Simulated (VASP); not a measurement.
LiNbO3:

```xyz
10
Lattice="2.6449 1.5270 4.6162 -2.6449 1.5270 4.6162 0.0000 -3.0541 4.6162" Properties=species:S:1:pos:R:3 pbc="T T T"
Li    0.0000    0.0000    3.4621
Li    0.0000    0.0000   10.3864
Nb    0.0000    0.0000    0.0000
Nb    0.0000    0.0000    6.9243
O    -0.5631   -1.5270    5.7702
O     1.6040    0.2759    5.7702
O    -1.0409    1.2512    5.7702
O     0.5631    1.5270    8.0783
O    -1.6040   -0.2759    8.0783
O     1.0409   -1.2512    8.0783
```

```yaml
Program: VASP 6.6.1
Task: relaxation of cell and atoms
Functional: PBE
Potentials_or_basis: VASP PAW PBE potentials, release 64 (Li_sv, Nb_sv, O)
Cutoff: 600 eV
k_mesh: 6 × 6 × 6
Occupations: gaussian, width 0.02 eV
Spin: no spin polarisation
```

At the start: pressure -2.1 GPa; volume 11.19 Å³/atom.

**Question.** Where does the relaxation end?

**Answer.** Over 9 steps the energy falls by 7.8 meV/atom and the volume is 10.83 Å³/atom (-3.2 %); space group R-3c (No. 167, to 0.1 Å) before and after.

The path:
```tsv
step	energy change (eV)	largest force (eV/Å)	pressure (GPa)	volume (Å³)
1	0.0000	0.2314	-2.09	111.86
2	-0.0236	0.3221	1.45	109.52
3	-0.0236	0.3233	1.50	109.49
4	-0.0446	0.2582	1.23	109.16
5	-0.0761	0.0290	0.44	108.16
6	-0.0763	0.0038	0.36	108.07
7	-0.0774	0.0091	-0.22	108.41
8	-0.0774	0.0112	-0.32	108.47
9	-0.0779	0.0084	0.00	108.34
```

Final structure:
```xyz
10
Lattice="2.6098 1.5067 4.5919 -2.6098 1.5067 4.5919 0.0000 -3.0135 4.5919" Properties=species:S:1:pos:R:3 pbc="T T T"
Li    0.0000    0.0000    3.4439
Li    0.0000    0.0000   10.3318
Nb    0.0000    0.0000    0.0000
Nb    0.0000    0.0000    6.8879
O    -0.6234   -1.5067    5.7399
O     1.6166    0.2135    5.7399
O    -0.9932    1.2933    5.7399
O     0.6234    1.5067    8.0358
O    -1.6166   -0.2135    8.0358
O     0.9932   -1.2933    8.0358
```

Caveat: the cutoff is under 1.25 times the usual one of these potentials, so pressure, stress and relaxed cells hold a basis-set (Pulay) error.
